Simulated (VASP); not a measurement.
# LiF: single point with PBE

The system is LiF.

```
Li F
1.0
     0.00000    2.03477    2.03477
     2.03477    0.00000    2.03477
     2.03477    2.03477    0.00000
Li F
1 1
Direct
  0.00000 0.00000 0.00000
  0.50000 0.50000 0.50000
```

This cell differs from its parent crystal: strain +2.0%.

| Quantity | Value |
| --- | --- |
| Program | VASP 6.6.1 |
| Task | single point |
| Functional | PBE |
| Potentials or basis | VASP PAW PBE potentials, release 64 (Li_sv, F) |
| Cutoff | 520 eV |
| k mesh | 6 × 6 × 6 |
| Occupations | gaussian, width 0.01 eV |
| Spin | no spin polarisation |

```yaml
Band_gap_on_the_k_mesh: 8.82 eV
```

Levels at points of the mesh, in eV from the valence-band top:
| k point | band 3 | band 4 | band 5 | band 6 | band 7 | band 8 |
| --- | --- | --- | --- | --- | --- | --- |
| (0.00, 0.00, 0.00) | 0.00 | 0.00 | 0.00 | 8.82 | 23.56 | 23.56 |
| (0.50, 0.00, 0.00) | -2.43 | -0.22 | -0.22 | 10.61 | 16.38 | 18.65 |
| (0.50, 0.50, 0.00) | -2.88 | -0.95 | -0.95 | 14.52 | 16.33 | 17.08 |

It took 3 s on 1 thread of AMD EPYC 9R45 96-Core Processor (Zen 5) (shared host), peak memory 0.1 GiB.

Caveat: the k points lie up to 0.45 Å⁻¹ apart; the cell differs from its parent crystal (strain +2.0%).
